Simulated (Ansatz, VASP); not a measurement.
**Two plane-wave programs on TiAl**

```
Ti Al
1.0
     2.92521    0.00000    0.00000
     0.00000    2.92521    0.00000
     0.00000    0.00000    3.45642
Ti Al
1 1
Direct
  0.00000 0.00000 0.00000
  0.50000 0.50000 0.50000
```

Alike in both runs: task single point; functional LDA; k mesh 16 × 16 × 16; occupations gaussian, width 0.15 eV; no spin polarisation.

|  | VASP | Ansatz |
| --- | --- | --- |
| version | VASP 6.6.1 | Ansatz 0.2.0 |
| potentials or method | VASP PAW LDA potentials, release 64 (Ti_sv, Al), cutoff 520 eV | scalar-relativistic, plane waves, PAW |
| valence electrons in the cell | 15 | 15 |

```tsv
	VASP	Ansatz	Ansatz less VASP
gap on the k mesh at the Fermi level (eV)	none	none	-
pressure (GPa)	4.5	4.3	-0.27
traceless stress, the component that is largest in VASP (GPa)	6.85	6.85	0.000
```

Ansatz warns that its potentials were made for another functional, while VASP's fit it. LDA's correlation is that of Perdew and Zunger in VASP and of Perdew and Wang (1992) in Ansatz. A gap of «none» marks a metal or a gap that the smearing closes.
